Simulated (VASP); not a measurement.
MgS:

```
CELL_PARAMETERS angstrom
3.61091 0.00000 0.00000
-1.80545 3.12714 0.00000
0.00000 0.00000 3.30526
ATOMIC_POSITIONS crystal
Mg 0.00000 0.00000 0.50000
S 0.66667 0.33333 0.00000
```

```yaml
Program: VASP 6.6.1
Task: relaxation of cell and atoms
Functional: PBEsol-based screened hybrid with 25 % exact exchange
Potentials_or_basis: VASP PAW PBE potentials, release 64 (Mg, S)
Cutoff: 600 eV
k_mesh: 5 × 5 × 4
Occupations: fermi-dirac, width 0.05 eV
Spin: no spin polarisation
```

At the start: pressure -2.7 GPa; volume 18.66 Å³/atom.

Question: Where does the relaxation end?

Answer: Over 4 steps the energy falls by 5.8 meV/atom and the volume is 17.98 Å³/atom (-3.7 %); space group P-6m2 (No. 187, to 0.1 Å) before and after.

Step by step:
| step | energy change (eV) | largest force (eV/Å) | pressure (GPa) | volume (Å³) |
| --- | --- | --- | --- | --- |
| 1 | 0.0000 | 0.0000 | -2.65 | 37.32 |
| 2 | -0.0108 | 0.0000 | 0.69 | 35.68 |
| 3 | -0.0114 | 0.0000 | 0.02 | 35.98 |
| 4 | -0.0117 | 0.0000 | 0.00 | 35.95 |

Final structure:
```cif
data_structure
_symmetry_space_group_name_H-M 'P 1'
_symmetry_Int_Tables_number 1
_cell_length_a 3.5599
_cell_length_b 3.5599
_cell_length_c 3.2757
_cell_angle_alpha 90.000
_cell_angle_beta 90.000
_cell_angle_gamma 120.000
_cell_volume 35.95
loop_
_atom_site_label
_atom_site_type_symbol
_atom_site_fract_x
_atom_site_fract_y
_atom_site_fract_z
_atom_site_occupancy
Mg1 Mg 0.00000 0.00000 0.50000 1
S1 S 0.66667 0.33333 0.00000 1
```

Caveat: the k points lie up to 0.48 Å⁻¹ apart in the final cell; the PAW data sets were made with another functional, which shifts forces and pressure a little.
